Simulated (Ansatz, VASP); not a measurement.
# Si: VASP beside Ansatz

INCAR

```
SYSTEM = Si
ALGO = Normal
DIPOL = 0.5 0.5 0.500
EDIFF = 1E-6
ENCUT = 520
GGA = PE
IDIPOL = 3
ISIF = 2
ISMEAR = 0
LASPH = .True.
LCHARG = .False.
LDIPOL = .True.
LREAL = .False.
LWAVE = .False.
NBANDS = 11
NELM = 80
PREC = Accurate
SIGMA = 0.1
```

The input KPOINTS:

```
k-points
0
Gamma
  15 15 1
  0 0 0
```

Contents of POSCAR:

```
Si
1.0
    3.9370000000      0.0000000000      0.0000000000
   -1.9685000000      3.4095420147      0.0000000000
    0.0000000000      0.0000000000     28.0000000000
Si
2
Direct
    0.3333333333      0.6666666667      0.5051071429
    0.6666666667      0.3333333333      0.4948928571
```

Input for Ansatz:

```yaml
crystal:
  lattice:
    - [3.937, 0.0, 0.0]
    - [-1.9685, 3.4095420147, 0.0]
    - [0.0, 0.0, 28.0]
  atoms:
    - { symbol: Si, position: [0.3333333333, 0.6666666667, 0.5051071429] }
    - { symbol: Si, position: [0.6666666667, 0.3333333333, 0.4948928571] }
  periodic: [true, true, false]
basis:
  ecutwfc: 420
kpoints:
  mp_grid: { grid: [15, 15, 1] }
hamiltonian:
  xc: pbe
  pseudopotentials: { kind: paw, azcp: { folder: soft_1 } }
scf:
  occupations: { method: gaussian, width: 0.1 }
output:
  forces: true
  stress: true
  eigenvalues: true
  write_density: true
  write_potential: true
  elf: true
  volumetric_format: npy
```

Alike in both runs: task single point; functional PBE; k mesh 15 × 15 × 1; occupations gaussian, width 0.1 eV; no spin polarisation.

|  | VASP | Ansatz |
| --- | --- | --- |
| version | VASP 6.6.1 | Ansatz 0.2.0 |
| potentials or method | VASP PAW PBE potentials, release 64 (Si), cutoff 520 eV | scalar-relativistic, plane waves, PAW |
| valence electrons in the cell | 8 | 8 |

|  | VASP | Ansatz | Ansatz less VASP |
| --- | --- | --- | --- |
| gap on the k mesh at the Fermi level (eV) | none | none | - |
| rms of the force components (eV/Å) | 0.049 | 0.049 | +0.0002 |

Atom by atom the forces differ by 0.000 eV/Å (rms over components). A gap of «none» marks a metal or a gap that the smearing closes.
